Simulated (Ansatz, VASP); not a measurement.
# Li3Be2NbP4 in VASP and in Ansatz

```
Li Be Nb P
1.0
     3.66922    0.00000    0.00000
     0.00000    3.66922    0.00000
     0.00000    0.00000   10.98200
Li Be Nb P
3 2 1 4
Direct
  0.00000 0.00000 0.50000
  0.00000 0.00000 0.00000
  0.50000 0.50000 0.50000
  0.50000 0.00000 0.67595
  0.00000 0.50000 0.32405
  0.50000 0.50000 0.00000
  0.00000 0.50000 0.85766
  0.50000 0.00000 0.34630
  0.50000 0.00000 0.14234
  0.00000 0.50000 0.65370
```

Change from the starting cell: species swapped into the Tl2FeCu3Te4 type (P-4m2, No. 115).

Alike in both runs: task single point; functional PBE; k mesh 6 × 6 × 2; occupations gaussian, width 0.1 eV; collinear spin.

|  | VASP | Ansatz |
| --- | --- | --- |
| version | VASP 6.6.1 | Ansatz 0.2.0 |
| potentials or method | VASP PAW PBE potentials, release 64 (Li_sv, Be, Nb_sv, P), cutoff 520 eV | scalar-relativistic, plane waves, PAW |
| valence electrons in the cell | 46 | 46 |

|  | VASP | Ansatz | Ansatz less VASP |
| --- | --- | --- | --- |
| gap on the k mesh at the Fermi level (eV) | none | none | - |
| rms of the force components (eV/Å) | 0.012 | 0.001 | -0.0117 |
| net moment per atom (μB) | 0.00 | 0.00 | 0.000 |

Atom by atom the forces differ by 0.012 eV/Å (rms over components). A gap of «none» marks a metal or a gap that the smearing closes. The functional is the same, so the differences come from potentials, cutoffs and numerics. Ansatz's warnings: seeded moment not kept.

Noted on VASP's run: the cutoff is under 1.25 times that of the potentials, so the pressure is a little rough.
